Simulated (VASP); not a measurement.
Runs of VASP 6.6.1 on KCl. The structure is that of space group I4/mmm (No. 139), or close to it. The cells are those of the table. 

| cell | gap on the mesh (eV) | pressure (GPa) |
| --- | --- | --- |
| a = 4.645, b = 4.645, c = 4.820 Å, angles 58.7, 58.7, 62.5°, 2 atoms | 5.29 | -1.9 |
| a = 4.554, b = 4.554, c = 4.642 Å, angles 59.4, 59.4, 61.3°, 2 atoms | 5.52 | -1.3 |
| a = 4.732, b = 4.732, c = 4.820 Å, angles 59.4, 59.4, 61.2°, 2 atoms | 5.20 | -2.3 |
| a = 4.467, b = 4.467, c = 4.642 Å, angles 58.7, 58.7, 62.6°, 2 atoms | (a) | (b) |
| a = 4.478, b = 4.478, c = 4.820 Å, angles 57.4, 57.4, 65.1°, 2 atoms | 5.39 | 0.1 |
| a = 4.467, b = 4.467, c = 4.285 Å, angles 61.3, 61.3, 57.3°, 2 atoms | 5.89 | 1.1 |
| a = 4.561, b = 4.561, c = 4.285 Å, angles 62.0, 62.0, 56.0°, 2 atoms | 5.73 | (c) |
| a = 4.561, b = 4.561, c = 4.820 Å, angles 58.1, 58.1, 63.8°, 2 atoms | 5.36 | -1.1 |
| a = 4.382, b = 4.382, c = 4.642 Å, angles 58.0, 58.0, 64.0°, 2 atoms | 5.65 | 0.9 |
| a = 4.645, b = 4.645, c = 4.463 Å, angles 61.3, 61.3, 57.4°, 2 atoms | 5.52 | -1.1 |

Alike in all rows: task single point; level r2SCAN; potentials or basis VASP PAW PBE potentials, release 64 (K_sv, Cl); no spin polarisation; k mesh 6 × 6 × 6; cutoff (eV) 550; smearing gaussian 0.05 eV.

Problem. Estimate the missing entries.

Solution. (a) 5.61; (b) -0.5; (c) 0.7.

Caveats: the PAW data sets were made with another functional, which shifts forces and pressure a little.

